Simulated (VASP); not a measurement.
# Ba (Im-3m) in VASP: further runs

The runs below take Ba through single point, with PBE.

Program: VASP 6.6.1. These are calculated values, not measurements. Logs are shortened: lines on timing, memory, paths and dates and some standing lists are left out, and cuts for length are marked.

### 1 The cell of the first run

Symmetry: Im-3m, No. 229, cubic system. Conventional cell: a = 4.041 Å, b = 4.041 Å, c = 4.041 Å, α = 90.00°, β = 90.00°, γ = 90.00°. Within 4.6 Å of Ba (site symmetry m-3m) lie 14 Ba at 3.50 to 4.04 Å.

### 2 Single point, PBE (volume scaled by 0.52)

File INCAR:

```
SYSTEM = Ba
  PREC = Accurate
  ENCUT = 520
  EDIFF = 1E-7
  ISMEAR = -1
  SIGMA = 0.08
  LREAL = .FALSE.
  LASPH = .TRUE.
  NELM = 80
  ALGO = Normal
  ISIF = 2
  LWAVE = .FALSE.
  LCHARG = .FALSE.
  GGA = PE
  NBANDS = 11
```

File KPOINTS:

```
regular mesh
0
G
  11 11 11
  0 0 0
```

File POSCAR:

```
Ba
1.0
   -2.0204126204      2.0204126204      2.0204126204
    2.0204126204     -2.0204126204      2.0204126204
    2.0204126204      2.0204126204     -2.0204126204
Ba
1
Direct
    0.0000000000      0.0000000000      0.0000000000
```

Potentials or basis: VASP PAW PBE potentials, release 64 (Ba_sv).

Run with:

```console
> cat potpaw_PBE.64/Ba_sv/POTCAR > POTCAR
> mpirun -np 1 vasp_std > vasp.out
```

OUTCAR:

```text
SYSTEM = Ba
   PREC = Accurate
   ENCUT = 520
   EDIFF = 1E-7
   ISMEAR = -1
   LREAL = .FALSE.
   LASPH = .TRUE.
   NELM = 80
   ISIF = 2
   GGA = PE

 ion  position               nearest neighbor table
   1  0.000  0.000  0.000-

  LATTYP: Found a body centered cubic cell.
 ALAT       =     4.0408252408

  Lattice vectors:

 A1 = (  -2.0204126204,   2.0204126204,   2.0204126204)
 A2 = (   2.0204126204,  -2.0204126204,   2.0204126204)
 A3 = (   2.0204126204,   2.0204126204,  -2.0204126204)

Analysis of symmetry for initial positions (statically):
=====================================================================
 Subroutine PRICEL returns:
 Original cell was already a primitive cell.

 Routine SETGRP: Setting up the symmetry group for a
 body centered cubic supercell.

 Subroutine GETGRP returns: Found 48 space group operations
 (whereof 48 operations were pure point group operations)
 out of a pool of 48 trial point group operations.

The static configuration has the point symmetry O_h .

Analysis of symmetry for dynamics (positions and initial velocities):
=====================================================================
 Subroutine PRICEL returns:
 Original cell was already a primitive cell.

 Routine SETGRP: Setting up the symmetry group for a
 body centered cubic supercell.

 Subroutine GETGRP returns: Found 48 space group operations
 (whereof 48 operations were pure point group operations)
 out of a pool of 48 trial point group operations.

The dynamic configuration has the point symmetry O_h .

 Subroutine INISYM returns: Found 48 space group operations
 (whereof 48 operations are pure point group operations),
 and found     1 'primitive' translations

----------------------------------------------------------------------------------------

                                     Primitive cell

  volume of cell :      32.9898

  direct lattice vectors                    reciprocal lattice vectors
    -2.020412620  2.020412620  2.020412620     0.000000000  0.247474202  0.247474202
     2.020412620 -2.020412620  2.020412620     0.247474202  0.000000000  0.247474202
     2.020412620  2.020412620 -2.020412620     0.247474202  0.247474202  0.000000000

  length of vectors
     3.499457311  3.499457311  3.499457311     0.349981372  0.349981372  0.349981372

  position of ions in fractional coordinates (direct lattice)
     0.000000000  0.000000000  0.000000000

  ion indices of the primitive-cell ions
   primitive index   ion index
                 1           1

----------------------------------------------------------------------------------------

 KPOINTS: regular mesh

Automatic generation of k-mesh.
 Grid dimensions read from file:
 generate k-points for:   11   11   11

 Generating k-lattice:

  Cartesian coordinates                     Fractional coordinates (reciprocal lattice)
     0.000000000  0.022497655  0.022497655     0.090909091  0.000000000  0.000000000
     0.022497655  0.000000000  0.022497655     0.000000000  0.090909091  0.000000000
     0.022497655  0.022497655  0.000000000     0.000000000  0.000000000  0.090909091

  Length of vectors
     0.031816488  0.031816488  0.031816488

  Shift w.r.t. Gamma in fractional coordinates (k-lattice)
     0.000000000  0.000000000  0.000000000

 Subroutine IBZKPT returns following result:
 ===========================================

 Found     56 irreducible k-points:

 Following reciprocal coordinates:
            Coordinates               Weight
  0.000000  0.000000  0.000000      1.000000
  0.090909  0.000000  0.000000     12.000000
  0.181818  0.000000  0.000000     12.000000
  0.272727  0.000000  0.000000     12.000000
  0.363636  0.000000  0.000000     12.000000
  0.454545  0.000000  0.000000     12.000000
[... 16 lines left out ...]
  0.272727  0.181818  0.090909     48.000000
  0.363636  0.181818  0.090909     24.000000
 [... further k-points ...]
   k-points           NKPTS =     56   k-points in BZ     NKDIM =     56   number of bands    NBANDS=     11
   number of dos      NEDOS =    301   number of ions     NIONS =      1
   total plane-waves  NPLWV =  21952
   dimension x,y,z NGX =    28 NGY =   28 NGZ =   28
   dimension x,y,z NGXF=    56 NGYF=   56 NGZF=   56
   ions per type =               1
   NGX,Y,Z   is equivalent  to a cutoff of  13.30, 13.30, 13.30 a.u.
   NGXF,Y,Z  is equivalent  to a cutoff of  26.60, 26.60, 26.60 a.u.
 SYSTEM =  Ba
   PREC   = accura    normal or accurate (medium, high low for compatibility)
   ISTART =      0    job   : 0-new  1-cont  2-samecut
   ICHARG =      2    charge: 1-file 2-atom 10-const
   ISPIN  =      1    spin polarized calculation?
   LNONCOLLINEAR =      F non collinear calculations
   LSORBIT =      F    spin-orbit coupling
   LASPH  =      T    aspherical Exc in radial PAW
   ENCUT  =  520.0 eV  38.22 Ry    6.18 a.u.   6.51  6.51  6.51*2*pi/ulx,y,z
   NELM   =     80;   NELMIN=  2; NELMDL= -5     # of ELM steps
   EDIFF  = 0.1E-06   stopping-criterion for ELM
   LREAL  =      F    real-space projection
   EDIFFG = 0.1E-05   stopping-criterion for IOM
   NSW    =      0    number of steps for IOM
   IBRION =     -1    ionic relax: 0-MD 1-quasi-New 2-CG
   NFREE  =      0    steps in history (QN), initial steepest desc. (CG)
   ISIF   =      2    stress and relaxation
   ISYM   =      2    0-nonsym 1-usesym 2-fastsym
   POTIM  = 0.5000    time-step for ionic-motion
   TEBEG  =    0.0;   TEEND  =   0.0 temperature during run
   PSTRESS=    0.0 pullay stress
   NELECT =      10.0000    total number of electrons
   NUPDOWN=      -1.0000    fix difference up-down
   EMIN   =  10.00;   EMAX   =-10.00  energy-range for DOS
   EFERMI =   0.00;   METHOD = LEGACY
   ISMEAR =    -1;   SIGMA  =   0.08  broadening in eV -4-tet -1-fermi 0-gaus
   EFERMI_NEDOS =   21; number of points for ismear=-14 and -15
   IALGO  =     38    algorithm
   IMIX   =      4    mixing-type and parameters
     AMIX     =   0.40;   BMIX     =  1.00
     AMIX_MAG =   1.60;   BMIX_MAG =  1.00
  volume/ion in A,a.u.               =      32.99       222.63
  Fermi-wavevector in a.u.,A,eV,Ry     =   1.099718  2.078166 16.454617  1.209380
  Thomas-Fermi vector in A             =   2.236117
   LORBIT       =      0    0 simple, 1 ext, 2 COOP (PROOUT), +10 PAW based schemes
   GGA     = PE    functional components
   LHFCALC =     F    Hartree Fock is set to
   AEXX    =    0.0000 exact exchange contribution
   IVDW    =     0    specifies the selected vdW correction
   LEPSILON=     F    determine dielectric tensor
   LRPA    =     F    only Hartree local field effects (RPA)
 non-spin polarized calculation
  energy-cutoff  :      520.00
  volume of cell :       32.99
 maximum number of plane-waves:       935
 NGX is ok and might be reduce to    28
   NGX = 13   NGY = 13   NGZ = 13

 number of electron      10.0000001 magnetization

 Free energy of the ion-electron system (eV)
  ---------------------------------------------------
  ext. energy  EPLUGINS =         0.00000000
  ---------------------------------------------------
  free energy    TOTEN  =        -1.01482208 eV

  energy without entropy =       -0.99277410  energy(sigma->0) =       -1.00379809

 E-fermi :   4.6571     XC(G=0):  -9.8230

 val. band max:        4.5931589988   @ k =   0.2727   0.1818   0.0909
 cond. band min:       4.6859318178   @ k =  -0.3636  -0.4545   0.1818
 fundamental gap:      0.0927728190
 Fermi energy:         4.6571006928

 k-point     1 :       0.0000    0.0000    0.0000
  band No.  band energies     occupation
      1     -23.9983      2.00000
      2      -7.7024      2.00000
      3      -7.7024      2.00000
      4      -7.7024      2.00000
      5       2.3089      2.00000
      6       6.9778      0.00000
      7       6.9778      0.00000
      8       6.9778      0.00000
      9       9.5082      0.00000
     10       9.5082      0.00000
     11      13.4137      0.00000

 k-point     2 :       0.0909    0.0000    0.0000
  band No.  band energies     occupation
      1     -23.9586      2.00000
      2      -7.9762      2.00000
      3      -7.7765      2.00000
      4      -7.7082      2.00000
      5       2.6731      2.00000
      6       6.7029      0.00000
      7       6.8602      0.00000
      8       7.3264      0.00000
      9       9.0216      0.00000
     10       9.4392      0.00000
     11      13.8353      0.00000

 k-point     3 :       0.1818    0.0000    0.0000
  band No.  band energies     occupation
      1     -23.8494      2.00000
      2      -8.6424      2.00000
      3      -7.9668      2.00000
      4      -7.7241      2.00000
      5       3.4359      2.00000
      6       6.1029      0.00000
      7       6.4986      0.00000
      8       8.3343      0.00000
      9       8.8615      0.00000
     10       9.3869      0.00000
     11      14.8012      0.00000

 k-point     4 :       0.2727    0.0000    0.0000
  band No.  band energies     occupation
      1     -23.7006      2.00000
      2      -9.4109      2.00000
      3      -8.2002      2.00000
      4      -7.7455      2.00000
      5       3.6747      1.99999
      6       5.4928      0.00006
      7       6.8115      0.00000
      8       9.3829      0.00000
      9       9.5593      0.00000
     10       9.9044      0.00000
     11      15.1135      0.00000

 k-point     5 :       0.3636    0.0000    0.0000
  band No.  band energies     occupation
      1     -23.5575      2.00000
      2     -10.0482      2.00000
      3      -8.4011      2.00000
      4      -7.7657      2.00000
      5       3.3132      2.00000
      6       5.0342      0.01777
      7       7.9696      0.00000
      8      10.0390      0.00000
      9      10.0519      0.00000
     10      11.8881      0.00000
     11      13.8942      0.00000
[... 211 lines left out ...]
 k-point    21 :      -0.0909    0.0909    0.0909
  band No.  band energies     occupation
      1     -23.9196      2.00000
      2      -8.0900      2.00000
      3      -7.8520      2.00000
      4      -7.8520      2.00000
      5       3.0217      2.00000
      6       6.8659      0.00000
      7       6.8659      0.00000
      8       7.2560      0.00000
      9       8.0332      0.00000
     10      10.0153      0.00000
     11      14.5402      0.00000

 k-point    22 :       0.1818    0.1818    0.0909
  band No.  band energies     occupation
      1     -23.5431      2.00000
      2      -9.8699      2.00000
      3      -8.5033      2.00000
      4      -8.1532      2.00000
      5       4.7661      0.40769
      6       5.3561      0.00032
      7       6.1178      0.00000
      8       9.8046      0.00000
      9      10.5356      0.00000
     10      13.2860      0.00000
     11      15.9243      0.00000

 k-point    23 :       0.2727    0.1818    0.0909
  band No.  band energies     occupation
      1     -23.4555      2.00000
      2     -10.0180      2.00000
      3      -8.8765      2.00000
      4      -8.2415      2.00000
      5       4.5932      1.37964
      6       5.3518      0.00034
      7       7.1925      0.00000
      8      10.2187      0.00000
      9      10.9597      0.00000
     10      14.1126      0.00000
     11      15.3262      0.00000

 k-point    24 :       0.3636    0.1818    0.0909
  band No.  band energies     occupation
      1     -23.4223      2.00000
      2     -10.0474      2.00000
      3      -9.0459      2.00000
      4      -8.2689      2.00000
      5       4.5052      1.73941
      6       5.3428      0.00038
      7       7.8174      0.00000
      8      10.4183      0.00000
      9      11.1075      0.00000
     10      14.3420      0.00000
     11      14.8570      0.00000

 [... further k-points ...]
[... 5 lines left out ...]
  --------------------------------------------------------------------------------------
  -------------------------------------------------------------------------------------
  Total        3.0333135      3.0333135      3.0333135      0.0000000     -0.0000000      0.0000000
  in kB      147.3152379    147.3152379    147.3152379      0.0000000     -0.0000000      0.0000000
  external PRESSURE =     147.3152379 kB  Pullay stress =       0.0000000 kB

 VOLUME and BASIS-vectors are now :
 -----------------------------------------------------------------------------
  energy-cutoff  :      520.00
  volume of cell :       32.99
      direct lattice vectors                 reciprocal lattice vectors
    -2.020412620  2.020412620  2.020412620     0.000000000  0.247474202  0.247474202
     2.020412620 -2.020412620  2.020412620     0.247474202  0.000000000  0.247474202
     2.020412620  2.020412620 -2.020412620     0.247474202  0.247474202  0.000000000

 POSITION                                       TOTAL-FORCE (eV/Angst)
 -----------------------------------------------------------------------------------
      0.00000      0.00000      0.00000        -0.000000      0.000000     -0.000000
 -----------------------------------------------------------------------------------
    total drift:                                0.000000      0.000000      0.000000

  FREE ENERGIE OF THE ION-ELECTRON SYSTEM (eV)
  ---------------------------------------------------
  free  energy   TOTEN  =        -1.0148220789 eV

  energy  without entropy=       -0.9927740996  energy(sigma->0) =       -1.00379809
```

Run time: 15 s. Hardware: 1 thread of AMD EPYC 7R43 (Zen 3), shared host; peak memory 0.13 GiB.

What came out:

- Free energy: -1.0148 eV
- Pressure: 14.7 GPa
- Band gap on the k mesh: zero (band 5 reaches 5.59 eV, above the bottom of band 6 at 2.67 eV)

Caveat: spin-orbit coupling is left out, which moves the levels of the heavy elements.

### 3 Single point, PBE (volume scaled by 0.6)

File INCAR:

```
PREC = Accurate
ENCUT = 520
EDIFF = 1E-6
ISMEAR = -1
SIGMA = 0.08
LREAL = False
LASPH = True
NELM = 80
ALGO = Normal
ISIF = 2
LWAVE = False
LCHARG = True
GGA = PE
LELF = True
LVHAR = True
NBANDS = 11
```

File KPOINTS:

```
regular mesh
0
Gamma
  11 11 11
```

File POSCAR:

```
Ba
1.0
   -2.1191223970      2.1191223970      2.1191223970
    2.1191223970     -2.1191223970      2.1191223970
    2.1191223970      2.1191223970     -2.1191223970
Ba
1
Direct
    0.0000000000      0.0000000000      0.0000000000
```

Potentials or basis: VASP PAW PBE potentials, release 64 (Ba_sv).

Run with:

```console
> cat potpaw_PBE.64/Ba_sv/POTCAR > POTCAR
> mpirun -np 1 vasp_std > vasp.out
```

Run time: 17 s. Hardware: 1 thread of AMD EPYC 7R43 (Zen 3), shared host; peak memory 0.13 GiB.

The run converged. Its results:

* Free energy: -1.3854 eV
* Pressure: 9.2 GPa
* Band gap on the k mesh: zero (band 5 reaches 4.55 eV, above the bottom of band 6 at 2.30 eV)

Levels at points of the mesh, in eV from the Fermi level:
```csv
k point,band 1,band 2,band 3,band 4,band 5,band 6,band 7,band 8,band 9,band 10
"(0.00, 0.00, 0.00)",-28.49,-12.70,-12.70,-12.70,-2.63,2.27,2.27,2.27,4.50,4.50
```

Caveat: spin-orbit coupling is left out, which moves the levels of the heavy elements.

### 4 Single point, PBE (volume scaled by 0.68)

File INCAR:

```
PREC = Accurate
ENCUT = 520
EDIFF = 1E-7
ISMEAR = -1
SIGMA = 0.08
LREAL = False
LASPH = True
NELM = 60
ALGO = Normal
ISIF = 2
LWAVE = False
LCHARG = False
GGA = PE
NBANDS = 11
```

KPOINTS is that of step 3.

File POSCAR:

```
Ba
1.0
   -2.2094046430      2.2094046430      2.2094046430
    2.2094046430     -2.2094046430      2.2094046430
    2.2094046430      2.2094046430     -2.2094046430
Ba
1
Direct
    0.0000000000      0.0000000000      0.0000000000
```

Run with:

```console
> cat potpaw_PBE.64/Ba_sv/POTCAR > POTCAR
> mpirun -np 1 vasp_std > vasp.out
```

Run time: 16 s. Hardware: 1 thread of AMD EPYC 7R43 (Zen 3), shared host; peak memory 0.14 GiB.

The run converged. Its results:

```
Free energy            : -1.6230 eV
Pressure               : 6.0 GPa
Band gap on the k mesh : zero (band 5 reaches 3.80 eV, above the bottom of band 6 at 2.00 eV)
```

Levels at points of the mesh, in eV from the Fermi level:
| k point | band 1 | band 2 | band 3 | band 4 | band 5 | band 6 | band 7 | band 8 | band 9 | band 10 |
| --- | --- | --- | --- | --- | --- | --- | --- | --- | --- | --- |
| (0.00, 0.00, 0.00) | -28.45 | -12.96 | -12.96 | -12.96 | -2.74 | 2.21 | 2.21 | 2.21 | 4.20 | 4.20 |

Caveat: spin-orbit coupling is left out, which moves the levels of the heavy elements.

### 5 Summary

```csv
cell,gap on the mesh (eV),pressure (GPa)
"a = 3.499 Å, angles 109.5°, 1 atom",none,14.7
"a = 3.670 Å, angles 109.5°, 1 atom",none,9.2
"a = 3.827 Å, angles 109.5°, 1 atom",none,6.0
```

Alike in all rows: task single point; level PBE; potentials or basis VASP PAW PBE potentials, release 64 (Ba_sv); no spin polarisation; k mesh 11 × 11 × 11; cutoff (eV) 520; smearing fermi-dirac 0.08 eV.

Caveats: spin-orbit coupling is left out, which moves the levels of the heavy elements.

Absolute energies hang on the potentials; compare differences alone.
